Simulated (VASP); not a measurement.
Runs of VASP 6.6.1 on CdS. The structure is that of space group P6_3mc (No. 186), or close to it. The cells are those of the table. 

| cell | gap on the mesh (eV) | pressure (GPa) | largest force (eV/Å) |
| --- | --- | --- | --- |
| a = 4.068, b = 4.068, c = 6.972 Å, angles 90.0, 90.0, 120.0°, 4 atoms | 1.17 | (b) | 0.54 |
| a = 3.789, b = 3.789, c = 8.039 Å, angles 90.0, 90.0, 120.0°, 4 atoms | (a) | 10.5 | 1.20 |
| a = 4.365, b = 4.365, c = 6.056 Å, angles 90.0, 90.0, 120.0°, 4 atoms | (c) | 4.6 | 1.57 |
| a = 4.191, b = 4.191, c = 6.568 Å, angles 90.0, 90.0, 120.0°, 4 atoms | 1.21 | 2.7 | 0.03 |

Alike in all rows: task single point; level PBE; potentials or basis VASP PAW PBE potentials, release 64 (Cd, S); no spin polarisation; k mesh 12 × 12 × 6; cutoff (eV) 520; smearing gaussian 0.05 eV.

Task: Fill in the values left out.

Result: (a) 0.59; (b) 3.5; (c) 1.20.

Caveats: forces of over 1 eV/Å act on the atoms, so gaps and moduli don't describe the material at rest (at least some runs); the stress differs along the axes, from -1 to 6 GPa (at least some runs); the stress differs along the axes, from -3 to 17 GPa (at least some runs); semilocal functionals underestimate gaps, and a narrow one can read as zero (at least some runs); the stress differs along the axes, from -1 to 16 GPa (at least some runs).

A k mesh can miss the band edges, and the runs leave out spin-orbit coupling on Cd.
